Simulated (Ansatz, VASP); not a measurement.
## Two plane-wave programs on FeSi

```
Fe Si
1.0
     4.55070    0.00000    0.00000
     0.00000    4.55070    0.00000
     0.00000    0.00000    4.55070
Fe Si
4 4
Cartesian
  0.6008 0.6008 0.6008
  1.6745 3.9499 2.8762
  2.8762 1.6745 3.9499
  3.9499 2.8762 1.6745
  3.8182 3.8182 3.8182
  3.0079 0.7325 1.5428
  1.5428 3.0079 0.7325
  0.7325 1.5428 3.0079
```

Alike in both runs: functional PBE; k mesh 8 × 8 × 8; occupations gaussian, width 0.01 eV; no spin polarisation.

Ansatz relaxed the structure, and its values are those at the end. VASP's run is a single point on that final structure, the one shown.

|  | VASP | Ansatz |
| --- | --- | --- |
| version | VASP 6.6.1 | Ansatz 0.2.0 |
| potentials or method | VASP PAW PBE potentials, release 64 (Fe, Si), cutoff 520 eV | scalar-relativistic, plane waves, PAW |
| valence electrons in the cell | 48 | 80 |

```tsv
	VASP	Ansatz	Ansatz less VASP
gap on the k mesh at the Fermi level (eV)	0.17	0.17	+0.009
least direct gap on the mesh (eV)	0.18	0.18	+0.007
pressure (GPa)	-12.4	-12.6	-0.14
rms of the force components (eV/Å)	0.018	0.006	-0.0126
```

The functional is the same, so the differences come from potentials, cutoffs and numerics. VASP's potentials hold 48 valence electrons a cell and Ansatz's 80, so a difference there can come from the potentials and not from the codes. Ansatz's warnings: stress scf threshold loose.
